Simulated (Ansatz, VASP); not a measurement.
## One calculation of MgZn5S6, two programs

```
Mg Zn S
1.0
     3.87673    0.00000    0.00000
    -1.93836    3.35734    0.00000
     0.00000    0.00000   19.03209
Mg Zn S
1 5 6
Direct
  0.33333 0.66667 0.16655
  0.00000 0.00000 0.99591
  0.00000 0.00000 0.50213
  0.66667 0.33333 0.66682
  0.66667 0.33333 0.33767
  0.33333 0.66667 0.83122
  0.00000 0.00000 0.11966
  0.00000 0.00000 0.62629
  0.33333 0.66667 0.29644
  0.66667 0.33333 0.79073
  0.66667 0.33333 0.46143
  0.33333 0.66667 0.95514
```

Alike in both runs: functional PBE; k mesh 12 × 12 × 2; occupations gaussian, width 0.02 eV; no spin polarisation.

Ansatz relaxed the structure, and its values are those at the end. VASP's run is a single point on that final structure, the one shown.

|  | VASP | Ansatz |
| --- | --- | --- |
| version | VASP 6.6.1 | Ansatz 0.2.0 |
| potentials or method | VASP PAW PBE potentials, release 64 (Mg, Zn, S), cutoff 600 eV | scalar-relativistic, plane waves, PAW |
| valence electrons in the cell | 98 | 106 |

```csv
,VASP,Ansatz,Ansatz less VASP
gap on the k mesh at the Fermi level (eV),2.11,2.11,-0.003
least direct gap on the mesh (eV),2.11,2.11,-0.003
pressure (GPa),0.1,0.0,-0.08
rms of the force components (eV/Å),0.005,0.001,-0.0042
```

With one functional, cell and mesh, what is left measures potentials, basis and numerics. VASP's potentials hold 98 valence electrons a cell and Ansatz's 106, so a difference there can come from the potentials and not from the codes.
